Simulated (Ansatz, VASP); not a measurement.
**One calculation of TiAl3, two programs**

INCAR

```
PREC = Accurate
ENCUT = 520
EDIFF = 1E-7
ISMEAR = 0
SIGMA = 0.15
LREAL = F
LASPH = T
NELM = 60
ALGO = Fast
ISIF = 2
LWAVE = F
LCHARG = F
GGA = PE
NBANDS = 18
```

KPOINTS

```
regular mesh
0
Gamma
  16 16 16
```

File POSCAR:

```
TiAl3
1.0
   -1.8302865966      1.8302865966      3.9958816977
    1.8302865966     -1.8302865966      3.9958816977
    1.8302865966      1.8302865966     -3.9958816977
Ti Al
1 3
Direct
    0.0000000000      0.0000000000      0.0000000000
    0.5000000000      0.5000000000      0.0000000000
    0.7500000000      0.2500000000      0.5000000000
    0.2500000000      0.7500000000      0.5000000000
```

Input for Ansatz:

```yaml
crystal:
  lattice:
    - [-1.8302865966, 1.8302865966, 3.9958816977]
    - [1.8302865966, -1.8302865966, 3.9958816977]
    - [1.8302865966, 1.8302865966, -3.9958816977]
  atoms:
    - { symbol: Ti, position: [0.0, 0.0, 0.0] }
    - { symbol: Al, position: [0.5, 0.5, 0.0] }
    - { symbol: Al, position: [0.75, 0.25, 0.5] }
    - { symbol: Al, position: [0.25, 0.75, 0.5] }
basis:
  ecutwfc: 520.0
kpoints:
  mp_grid: { grid: [16, 16, 16] }
hamiltonian:
  xc: pbe
  pseudopotentials: { kind: paw, azcp: { folder: soft_1 } }
scf:
  occupations: { method: gaussian, width: 0.15 }
output:
  forces: true
  stress: true
  eigenvalues: true
```

Alike in both runs: task single point; functional PBE; k mesh 16 × 16 × 16; occupations gaussian, width 0.15 eV; no spin polarisation.

|  | VASP | Ansatz |
| --- | --- | --- |
| version | VASP 6.6.1 | Ansatz 0.2.0 |
| potentials or method | VASP PAW PBE potentials, release 64 (Ti_sv, Al), cutoff 520 eV | scalar-relativistic, plane waves, PAW |
| valence electrons in the cell | 21 | 21 |

```tsv
	VASP	Ansatz	Ansatz less VASP
gap on the k mesh at the Fermi level (eV)	none	none	-
pressure (GPa)	26.1	26.1	-0.01
traceless stress, the component that is largest in VASP (GPa)	3.81	3.83	+0.021
```

A gap of «none» marks a metal or a gap that the smearing closes.
